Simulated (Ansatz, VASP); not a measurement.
## Two plane-wave programs on CaTi3

```
Ca Ti
1.0
     0.00000    3.54598    3.54598
     3.54598    0.00000    3.54598
     3.54598    3.54598    0.00000
Ca Ti
1 3
Direct
  0.00000 0.00000 0.00000
  0.25000 0.25000 0.25000
  0.75000 0.75000 0.75000
  0.50000 0.50000 0.50000
```

Change from the starting cell: species swapped into the Na3In type (Fm-3m, No. 225).

Alike in both runs: task single point; functional PBE; k mesh 4 × 4 × 4; occupations gaussian, width 0.1 eV; no spin polarisation.

```csv
,VASP,Ansatz
version,VASP 6.6.1,Ansatz 0.2.0
potentials or method,"VASP PAW PBE potentials, release 64 (Ca_sv, Ti_sv), cutoff 500 eV","scalar-relativistic, plane waves, PAW"
valence electrons in the cell,46,46
```

VASP gave:

```
gap on the k mesh at the Fermi level (eV) : none
pressure (GPa)                            : -4.6
```

Task: Estimate Ansatz's values.

Result: gap on the k mesh at the Fermi level (eV): none; pressure (GPa): -4.5.

A gap of «none» marks a metal or a gap that the smearing closes.

The k mesh is coarse, so the values compare programs but aren't converged.
